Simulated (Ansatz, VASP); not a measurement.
One calculation of ScAl3, two programs

The input INCAR:

```
ALGO = Normal ; EDIFF = 1E-7
ENCUT = 520 ; GGA = CA
ISIF = 2 ; ISMEAR = 0
LASPH = T ; LCHARG = F
LREAL = F ; LWAVE = F
NBANDS = 18 ; NELM = 60
PREC = Accurate ; SIGMA = 0.05
```

KPOINTS

```
k-points
0
Gamma
  8 8 8
```

POSCAR

```
ScAl3
1.0
   -2.0479651706      2.0479651706      4.5004767203
    2.0479651706     -2.0479651706      4.5004767203
    2.0479651706      2.0479651706     -4.5004767203
Sc Al
1 3
Direct
    0.0000000000      0.0000000000      0.0000000000
    0.7500000000      0.2500000000      0.5000000000
    0.2500000000      0.7500000000      0.5000000000
    0.5000000000      0.5000000000      0.0000000000
```

Input for Ansatz:

```yaml
crystal:
  lattice:
    - [-2.047965170622954, 2.047965170622954, 4.5004767203395515]
    - [2.047965170622954, -2.047965170622954, 4.5004767203395515]
    - [2.047965170622954, 2.047965170622954, -4.5004767203395515]
  atoms:
    - { symbol: Sc, position: [0.0, 0.0, 0.0] }
    - { symbol: Al, position: [0.75, 0.25, 0.5] }
    - { symbol: Al, position: [0.25, 0.75, 0.5] }
    - { symbol: Al, position: [0.5, 0.5, 0.0] }
basis:
  ecutwfc: 550.0
kpoints:
  mp_grid:
    grid: [8, 8, 8]
hamiltonian:
  xc: lda
scf:
  max_iter: 50
  occupations:
    method: gaussian
    width: 0.05
output:
  stress: true
```

Alike in both runs: task single point; functional LDA; k mesh 8 × 8 × 8; occupations gaussian, width 0.05 eV; no spin polarisation.

|  | VASP | Ansatz |
| --- | --- | --- |
| version | VASP 6.6.1 | Ansatz 0.2.0 |
| potentials or method | VASP PAW LDA potentials, release 64 (Sc_sv, Al), cutoff 520 eV | plane waves, PAW |
| valence electrons in the cell | 20 | 20 |

```tsv
	VASP	Ansatz	Ansatz less VASP
pressure (GPa)	-7.9	-8.0	-0.09
traceless stress, the component that is largest in VASP (GPa)	0.67	0.67	+0.001
```

LDA's correlation is that of Perdew and Zunger in VASP and of Perdew and Wang (1992) in Ansatz.
